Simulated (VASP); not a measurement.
**BN: single point with r2SCAN**

Crystal: BN.

```
CELL_PARAMETERS angstrom
2.54397 0.00000 0.00000
-1.27198 2.20314 0.00000
0.00000 0.00000 4.20774
ATOMIC_POSITIONS crystal
B 0.66667 0.33333 0.99980
B 0.33333 0.66667 0.49980
N 0.66667 0.33333 0.62520
N 0.33333 0.66667 0.12520
```

- Program: VASP 6.6.1
- Task: single point
- Functional: r2SCAN
- Potentials or basis: VASP PAW PBE potentials, release 64 (B, N)
- Cutoff: 520 eV
- k mesh: 12 × 12 × 6
- Occupations: gaussian, width 0.02 eV
- Spin: no spin polarisation
- Dipole correction: no
- Further INCAR settings: ALGO = Normal; EDIFF = 1e-06; NBANDS = 16

```yaml
Pressure: 1.1 GPa
Largest_force: 0.003 eV/Å
Band_gap_on_the_k_mesh: 5.72 eV, indirect (least direct gap 8.98 eV)
```

Forces on the atoms (eV/Å):
```
B    0.000  0.000 -0.003
B    0.000  0.000 -0.003
N    0.000  0.000  0.003
N    0.000  0.000  0.003
```

Levels at points of the mesh, in eV from the valence-band top:
| k point | band 4 | band 5 | band 6 | band 7 | band 8 | band 9 | band 10 | band 11 | band 12 | band 13 |
| --- | --- | --- | --- | --- | --- | --- | --- | --- | --- | --- |
| (0.00, 0.00, 0.00) | -2.21 | -2.21 | -0.27 | 0.00 | 0.00 | 9.08 | 9.08 | 9.31 | 10.22 | 11.55 |
| (0.50, 0.00, 0.00) | -8.16 | -7.21 | -5.19 | -4.53 | -2.20 | 7.30 | 8.60 | 11.38 | 12.23 | 13.86 |
| (0.00, 0.00, 0.50) | -5.97 | -1.22 | -1.22 | -1.22 | -1.22 | 10.25 | 10.25 | 10.69 | 10.69 | 10.69 |
| (0.50, 0.00, 0.50) | -10.43 | -3.92 | -3.92 | -3.73 | -3.73 | 7.20 | 7.20 | 10.72 | 10.72 | 15.32 |

It took 78 s on 1 thread of Intel(R) Xeon(R) 6975P-C (Granite Rapids), with other jobs on the host, peak memory 0.15 GiB.

Caveat: the PAW data sets were made with another functional, which shifts forces and pressure a little. A k mesh can miss the band edges.
